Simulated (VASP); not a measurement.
# In (I4/mmm) in VASP: relaxation of cell and atoms with PBE

Aim: the relaxation of cell and atoms of In with PBE.

Everything below comes from runs of VASP 6.6.1. Logs are shortened: lines on timing, memory, paths and dates and some standing lists are left out, and cuts for length are marked.

**1. The cell of the first run**

Symmetry: I4/mmm, No. 139, tetragonal system. Conventional cell: a = 3.389 Å, b = 3.389 Å, c = 4.595 Å, α = 90.00°, β = 90.00°, γ = 90.00°. In (site symmetry 4/mmm) has 12 In at 3.32 to 3.39 Å within 4.4 Å.

**2. Relaxation of cell and atoms, PBE**

Contents of INCAR:

```
PREC = Accurate
ENCUT = 600
EDIFF = 1E-7
ISMEAR = 0
SIGMA = 0.1
LREAL = F
LASPH = T
NELM = 80
ALGO = Fast
ISIF = 3
LWAVE = F
LCHARG = F
GGA = PE
IBRION = 2
NSW = 100
EDIFFG = -0.005
```

Contents of KPOINTS:

```
Automatic mesh
0
Gamma
  18 18 18
```

Contents of POSCAR:

```
In
1.0
   -1.6947072674      1.6947072674      2.2973723912
    1.6947072674     -1.6947072674      2.2973723912
    1.6947072674      1.6947072674     -2.2973723912
In
1
Direct
    0.0000000000      0.0000000000      0.0000000000
```

Potentials or basis: VASP PAW PBE potentials, release 64 (In_d).

The run is started by

```bash
$ cat potpaw_PBE.64/In_d/POTCAR > POTCAR
$ mpirun -np 1 vasp_std > vasp.out
```

OUTCAR:

```text
PREC = Accurate
   ENCUT = 600
   EDIFF = 1E-7
   ISMEAR = 0
   LREAL = F
   LASPH = T
   NELM = 80
   ISIF = 3
   GGA = PE
   IBRION = 2
   NSW = 100
   EDIFFG = -0.005

 ion  position               nearest neighbor table
   1  0.000  0.000  0.000-

  LATTYP: Found a body centered tetragonal cell.
 ALAT       =     3.3894145348
 C/A-ratio  =     1.3556160615

  Lattice vectors:

 A1 = (  -1.6947072674,   1.6947072674,   2.2973723912)
 A2 = (   1.6947072674,  -1.6947072674,   2.2973723912)
 A3 = (   1.6947072674,   1.6947072674,  -2.2973723912)

Analysis of symmetry for initial positions (statically):
=====================================================================
 Subroutine PRICEL returns:
 Original cell was already a primitive cell.

 Routine SETGRP: Setting up the symmetry group for a
 body centered tetragonal supercell.

 Subroutine GETGRP returns: Found 16 space group operations
 (whereof 16 operations were pure point group operations)
 out of a pool of 16 trial point group operations.

The static configuration has the point symmetry D_4h.

Analysis of symmetry for dynamics (positions and initial velocities):
=====================================================================
 Subroutine PRICEL returns:
 Original cell was already a primitive cell.

 Routine SETGRP: Setting up the symmetry group for a
 body centered tetragonal supercell.

 Subroutine GETGRP returns: Found 16 space group operations
 (whereof 16 operations were pure point group operations)
 out of a pool of 16 trial point group operations.

The dynamic configuration has the point symmetry D_4h.

 Subroutine INISYM returns: Found 16 space group operations
 (whereof 16 operations are pure point group operations),
 and found     1 'primitive' translations

----------------------------------------------------------------------------------------

                                     Primitive cell

  volume of cell :      26.3925

  direct lattice vectors                    reciprocal lattice vectors
    -1.694707267  1.694707267  2.297372391     0.000000000  0.295036205  0.217639945
     1.694707267 -1.694707267  2.297372391     0.295036205  0.000000000  0.217639945
     1.694707267  1.694707267 -2.297372391     0.295036205  0.295036205  0.000000000

  length of vectors
     3.319937552  3.319937552  3.319937552     0.366624477  0.366624477  0.417244202

  position of ions in fractional coordinates (direct lattice)
     0.000000000  0.000000000  0.000000000

  ion indices of the primitive-cell ions
   primitive index   ion index
                 1           1

----------------------------------------------------------------------------------------

 KPOINTS: Automatic mesh

Automatic generation of k-mesh.
 Grid dimensions read from file:
 generate k-points for:   18   18   18

 Generating k-lattice:

  Cartesian coordinates                     Fractional coordinates (reciprocal lattice)
     0.000000000  0.016390900  0.012091108     0.055555556  0.000000000 -0.000000000
     0.016390900  0.000000000  0.012091108     0.000000000  0.055555556 -0.000000000
     0.016390900  0.016390900  0.000000000     0.000000000  0.000000000  0.055555556

  Length of vectors
     0.020368027  0.020368027  0.023180233

  Shift w.r.t. Gamma in fractional coordinates (k-lattice)
     0.000000000  0.000000000  0.000000000

 Subroutine IBZKPT returns following result:
 ===========================================

 Found    480 irreducible k-points:

 Following reciprocal coordinates:
            Coordinates               Weight
  0.000000  0.000000  0.000000      1.000000
  0.055556 -0.000000  0.000000      8.000000
  0.111111 -0.000000  0.000000      8.000000
  0.166667  0.000000 -0.000000      8.000000
  0.222222 -0.000000  0.000000      8.000000
  0.277778  0.000000  0.000000      8.000000
[... 16 lines left out ...]
 -0.277778  0.055556  0.000000     16.000000
 -0.222222  0.055556  0.000000     16.000000
 [... further k-points ...]
   k-points           NKPTS =    480   k-points in BZ     NKDIM =    480   number of bands    NBANDS=     10
   number of dos      NEDOS =    301   number of ions     NIONS =      1
   total plane-waves  NPLWV =  21952
   dimension x,y,z NGX =    28 NGY =   28 NGZ =   28
   dimension x,y,z NGXF=    56 NGYF=   56 NGZF=   56
   ions per type =               1
   NGX,Y,Z   is equivalent  to a cutoff of  14.02, 14.02, 14.02 a.u.
   NGXF,Y,Z  is equivalent  to a cutoff of  28.04, 28.04, 28.04 a.u.
 SYSTEM =  unknown system
   PREC   = accura    normal or accurate (medium, high low for compatibility)
   ISTART =      0    job   : 0-new  1-cont  2-samecut
   ICHARG =      2    charge: 1-file 2-atom 10-const
   ISPIN  =      1    spin polarized calculation?
   LNONCOLLINEAR =      F non collinear calculations
   LSORBIT =      F    spin-orbit coupling
   LASPH  =      T    aspherical Exc in radial PAW
   ENCUT  =  600.0 eV  44.10 Ry    6.64 a.u.   6.63  6.63  6.63*2*pi/ulx,y,z
   NELM   =     80;   NELMIN=  2; NELMDL= -5     # of ELM steps
   EDIFF  = 0.1E-06   stopping-criterion for ELM
   LREAL  =      F    real-space projection
   EDIFFG = -.5E-02   stopping-criterion for IOM
   NSW    =    100    number of steps for IOM
   IBRION =      2    ionic relax: 0-MD 1-quasi-New 2-CG
   NFREE  =      1    steps in history (QN), initial steepest desc. (CG)
   ISIF   =      3    stress and relaxation
   ISYM   =      2    0-nonsym 1-usesym 2-fastsym
   POTIM  = 0.5000    time-step for ionic-motion
   TEBEG  =    0.0;   TEEND  =   0.0 temperature during run
   PSTRESS=    0.0 pullay stress
   NELECT =      13.0000    total number of electrons
   NUPDOWN=      -1.0000    fix difference up-down
   EMIN   =  10.00;   EMAX   =-10.00  energy-range for DOS
   EFERMI =   0.00;   METHOD = LEGACY
   ISMEAR =     0;   SIGMA  =   0.10  broadening in eV -4-tet -1-fermi 0-gaus
   EFERMI_NEDOS =   21; number of points for ismear=-14 and -15
   IALGO  =     68    algorithm
   IMIX   =      4    mixing-type and parameters
     AMIX     =   0.40;   BMIX     =  1.00
     AMIX_MAG =   1.60;   BMIX_MAG =  1.00
  volume/ion in A,a.u.               =      26.39       178.11
  Fermi-wavevector in a.u.,A,eV,Ry     =   1.292892  2.443212 22.743098  1.671571
  Thomas-Fermi vector in A             =   2.424572
   LORBIT       =      0    0 simple, 1 ext, 2 COOP (PROOUT), +10 PAW based schemes
   GGA     = PE    functional components
   LHFCALC =     F    Hartree Fock is set to
   AEXX    =    0.0000 exact exchange contribution
   IVDW    =     0    specifies the selected vdW correction
   LEPSILON=     F    determine dielectric tensor
   LRPA    =     F    only Hartree local field effects (RPA)
 conjugate gradient relaxation of ions
 non-spin polarized calculation
 RMM-DIIS sequential band-by-band and
 Gauss-broadening in eV      SIGMA  =   0.10
  energy-cutoff  :      600.00
  volume of cell :       26.39
 maximum number of plane-waves:       909
   NGX = 13   NGY = 13   NGZ = 13

--------------------------------------- Ionic step        1  -------------------------------------------

 number of electron      13.0000005 magnetization

 Free energy of the ion-electron system (eV)
  ---------------------------------------------------
  ext. energy  EPLUGINS =         0.00000000
  ---------------------------------------------------
  free energy    TOTEN  =        -2.55552295 eV

  energy without entropy =       -2.55348473  energy(sigma->0) =       -2.55450384

------------------------ aborting loop because EDIFF is reached ----------------------------------------

  FORCE on cell =-STRESS in cart. coord.  units (eV):
  Direction    XX          YY          ZZ          XY          YZ          ZX
  --------------------------------------------------------------------------------------
  -------------------------------------------------------------------------------------
  Total        0.2288101      0.2288101      0.3055942      0.0000000      0.0000000      0.0000000
  in kB       13.8900855     13.8900855     18.5513234      0.0000000      0.0000000      0.0000000
  external PRESSURE =      15.4438314 kB  Pullay stress =       0.0000000 kB
[... 86 lines left out ...]
  FREE ENERGIE OF THE ION-ELECTRON SYSTEM (eV)
  ---------------------------------------------------
  free  energy   TOTEN  =        -2.5608949545 eV

  energy  without entropy=       -2.5588625115  energy(sigma->0) =       -2.55987873

 E-fermi :   6.9272     XC(G=0):  -9.9996

 val. band max:        6.9160842108   @ k =   0.2222   0.2222   0.2222
 cond. band min:       6.9282422662   @ k =  -0.4444   0.4444   0.2778
 fundamental gap:      0.0121580554
 Fermi energy:         6.9272014892

 k-point     1 :       0.0000    0.0000    0.0000
  band No.  band energies     occupation
      1      -7.6697      2.00000
      2      -7.6524      2.00000
      3      -7.6524      2.00000
      4      -7.5203      2.00000
      5      -7.5016      2.00000
      6      -2.2546      2.00000
      7      17.0047      0.00000
      8      17.0047      0.00000
      9      17.0404      0.00000
     10      18.3300      0.00000
[... 287 lines left out ...]
 k-point    24 :      -0.2222    0.0556    0.0000
  band No.  band energies     occupation
      1      -7.6726      2.00000
      2      -7.6227      2.00000
      3      -7.6103      2.00000
      4      -7.5149      2.00000
      5      -7.4819      2.00000
      6      -1.3144      2.00000
      7      11.4194      0.00000
      8      15.1515      0.00000
      9      16.0621      0.00000
     10      18.2152      0.00000

 [... further k-points ...]

[... ionic steps 4 to 13 ...]

--------------------------------------- Ionic step       14  -------------------------------------------

 number of electron      12.9999997 magnetization

------------------------ aborting loop because EDIFF is reached ----------------------------------------

  FORCE on cell =-STRESS in cart. coord.  units (eV):
  Direction    XX          YY          ZZ          XY          YZ          ZX
  --------------------------------------------------------------------------------------
  -------------------------------------------------------------------------------------
  Total        0.0022013      0.0022013      0.0062108      0.0000000      0.0000000      0.0000000
  in kB        0.1283961      0.1283961      0.3622583      0.0000000      0.0000000      0.0000000
  external PRESSURE =       0.2063502 kB  Pullay stress =       0.0000000 kB
[... 55 lines left out ...]
  energy  without entropy=       -2.5598102235  energy(sigma->0) =       -2.56097641

--------------------------------------- Ionic step       16  -------------------------------------------

 number of electron      12.9999997 magnetization

 Free energy of the ion-electron system (eV)
  ---------------------------------------------------
  ext. energy  EPLUGINS =         0.00000000
  ---------------------------------------------------
  free energy    TOTEN  =        -2.56214331 eV

  energy without entropy =       -2.55980702  energy(sigma->0) =       -2.56097516

 E-fermi :   6.9711     XC(G=0): -10.0202

 val. band max:        6.9673457061   @ k =  -0.3333  -0.4444   0.2222
 cond. band min:       6.9763001668   @ k =   0.4444   0.2222   0.1111
 fundamental gap:      0.0089544607
 Fermi energy:         6.9710631102

 k-point     1 :       0.0000    0.0000    0.0000
  band No.  band energies     occupation
      1      -7.6153      2.00000
      2      -7.6153      2.00000
      3      -7.6124      2.00000
      4      -7.4669      2.00000
      5      -7.4635      2.00000
      6      -2.2359      2.00000
      7      17.0984      0.00000
      8      17.1049      0.00000
      9      17.1049      0.00000
     10      18.3851      0.00000
[... 327 lines left out ...]
  FREE ENERGIE OF THE ION-ELECTRON SYSTEM (eV)
  ---------------------------------------------------
  free  energy   TOTEN  =        -2.5621433108 eV

  energy  without entropy=       -2.5598070156  energy(sigma->0) =       -2.56097516

 reached required accuracy - stopping structural energy minimisation
```

Run time: 13 min. Hardware: 1 thread of Intel Xeon Platinum 8559C (Emerald Rapids), shared host; peak memory 0.32 GiB.

Results:

```yaml
Free_energy: -2.5621 eV
Relaxed_volume: 27.49 Å³/atom
Relaxed_cell: a = 3.386 Å, b = 3.386 Å, c = 3.386 Å, α = 119.91°, β = 119.91°, γ = 90.15°
Space_group_after_relaxing_to_0.1_Å: Fm-3m (No. 225)
Energy_gained_by_relaxing: 6.6 meV/atom
Ionic_steps: 16
Pressure_after_relaxing: 0.0 GPa
Band_gap_on_the_k_mesh: zero (an odd number of electrons rules out a gap without spin polarisation)
```

Step by step:
```csv
step,energy change (eV),largest force (eV/Å),pressure (GPa),volume (Å³)
1,0.0000,0.0000,1.54,26.39
2,-0.0053,0.0000,0.09,27.38
3,-0.0054,0.0000,-0.01,27.46
4,-0.0054,0.0000,-0.02,27.48
5,-0.0054,0.0000,-0.09,27.52
6,-0.0057,0.0000,-0.08,27.53
7,-0.0064,0.0000,-0.12,27.56
8,-0.0063,0.0000,-0.17,27.61
9,-0.0066,0.0000,-0.06,27.58
10,-0.0066,0.0000,-0.14,27.59
11,-0.0066,0.0000,0.15,27.38
12,-0.0066,0.0000,-0.03,27.48
13,-0.0066,0.0000,0.04,27.46
14,-0.0066,0.0000,0.02,27.47
15,-0.0066,0.0000,0.01,27.47
16,-0.0066,0.0000,0.00,27.49
```

Final structure:
```cif
data_structure
_symmetry_space_group_name_H-M 'P 1'
_symmetry_Int_Tables_number 1
_cell_length_a 3.3862
_cell_length_b 3.3862
_cell_length_c 3.3862
_cell_angle_alpha 119.912
_cell_angle_beta 119.912
_cell_angle_gamma 90.153
_cell_volume 27.49
loop_
_atom_site_label
_atom_site_type_symbol
_atom_site_fract_x
_atom_site_fract_y
_atom_site_fract_z
_atom_site_occupancy
In1 In 0.00000 0.00000 0.00000 1
```

Caveat: spin-orbit coupling is left out, which moves the levels of the heavy elements.
